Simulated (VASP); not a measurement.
Wanted: the native input for a VASP 6.6.1 run.

```yaml
Task: single point
Functional: PBE
Potentials_or_basis: VASP PAW PBE potentials, release 64 (Rb_sv)
Cutoff: 520 eV
k_mesh: 11 × 11 × 6
Occupations: fermi-dirac, width 0.1 eV
Spin: no spin polarisation
Dipole_correction: no
Further_INCAR_settings: ALGO = Normal; EDIFF = 1e-07; NBANDS = 16
```

The structure of Rb lies in POSCAR:

```
Rb
1.0
    4.0256466808      0.0000000000      0.0000000000
   -2.0128233404      3.4863122922      0.0000000000
    0.0000000000      0.0000000000      6.5938873331
Rb
2
Direct
    0.3333333333      0.6666666667      0.2500000000
    0.6666666667      0.3333333333      0.7500000000
```

This isn't the form of Rb at room conditions, which is bcc.

These files were run (other wordings do the same):

INCAR

```
PREC = Accurate
ENCUT = 520
EDIFF = 1E-7
ISMEAR = -1
SIGMA = 0.1
LREAL = False
LASPH = True
NELM = 60
ALGO = Normal
ISIF = 2
LWAVE = False
LCHARG = False
GGA = PE
NBANDS = 16
```

KPOINTS

```
regular mesh
0
Gamma
  11 11 6
```

Potentials or basis: VASP PAW PBE potentials, release 64 (Rb_sv).

The run is started by

```sh
$ cat potpaw_PBE.64/Rb_sv/POTCAR > POTCAR
$ mpirun -np 1 vasp_std > vasp.out
```

It gave:

The pressure is 6.2 GPa. The band gap on the k mesh is zero (bands 9 and 10 overlap by 2.53 eV).

Caveat: the cell stands under pressure.

It took 2 min on 1 thread of Intel Xeon 8259CL (shared host), peak memory 0.24 GiB.
